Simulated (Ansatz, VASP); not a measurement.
**MoSe in VASP and in Ansatz**

```
CELL_PARAMETERS angstrom
0.00000 2.57485 2.57485
2.57485 0.00000 2.57485
2.57485 2.57485 0.00000
ATOMIC_POSITIONS crystal
Mo 0.00000 0.00000 0.00000
Se 0.50000 0.50000 0.50000
```

Alike in both runs: task single point; functional PBEsol; k mesh 14 × 14 × 14; occupations gaussian, width 0.1 eV; collinear spin.

```csv
,VASP,Ansatz
version,VASP 6.6.1,Ansatz 0.2.0
potentials or method,"VASP PAW PBE potentials, release 64 (Mo_sv, Se), cutoff 520 eV","scalar-relativistic, plane waves, PAW"
valence electrons in the cell,20,30
```

Ansatz gave:

| Item | Value |
| --- | --- |
| gap on the k mesh at the Fermi level (eV) | none |
| pressure (GPa) | 0.0 |
| net moment per atom (μB) | 0.00 |

Question: Estimate VASP's values.

Answer: gap on the k mesh at the Fermi level (eV): none; pressure (GPa): 0.4; net moment per atom (μB): 0.00.

VASP's potentials were made for PBE, not for PBEsol. A gap of «none» marks a metal or a gap that the smearing closes. VASP's potentials hold 20 valence electrons a cell and Ansatz's 30, so a difference there can come from the potentials and not from the codes. Ansatz's warnings: seeded moment not kept.
